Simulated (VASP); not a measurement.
A run of VASP 6.6.1:

Contents of INCAR:

```
SYSTEM = F
PREC     = Accurate       ! precision mode
ENCUT    = 520            ! plane-wave cutoff, eV
EDIFF    = 1E-6           ! SCF threshold, eV
ISMEAR   = 0              ! smearing method
SIGMA    = 0.1            ! smearing width, eV
LREAL    = .False.        ! projectors in reciprocal space
LASPH    = .True.         ! aspherical terms in the spheres
NELM     = 100            ! most SCF steps
ALGO     = Normal         ! electronic algorithm
ISIF     = 2              ! what is computed and relaxed
LWAVE    = .False.        ! write WAVECAR
LCHARG   = .False.        ! write CHGCAR
GGA      = PE             ! functional
NBANDS   = 22             ! bands
```

The input KPOINTS:

```
Automatic mesh
0
Gamma
  6 6 4
  0 0 0
```

Contents of POSCAR:

```
F
1.0
    2.3634917647     -1.7591082353      0.0000000000
    2.3634917647      1.7591082353      0.0000000000
    0.0000000000      0.0000000000      6.3518792647
F
4
Direct
    0.1253930950      0.8746069050      0.0973641246
    0.6253930950      0.3746069050      0.4026358754
    0.8746069050      0.1253930950      0.9026358754
    0.3746069050      0.6253930950      0.5973641246
```

Potentials or basis: VASP PAW PBE potentials, release 64 (F).

Command:

```console
$ cat potpaw_PBE.64/F/POTCAR > POTCAR
$ mpirun -np 1 vasp_std > vasp.out
```

Hardware: 1 thread of Intel(R) Xeon(R) 6975P-C (Granite Rapids) (shared host).

Q: Estimate the wall time of this run.

A: Wall time 12 s on 1 thread of Intel(R) Xeon(R) 6975P-C (Granite Rapids), with other jobs on the host, peak memory 0.17 GiB. Counts: scf iterations 12, k points 39.
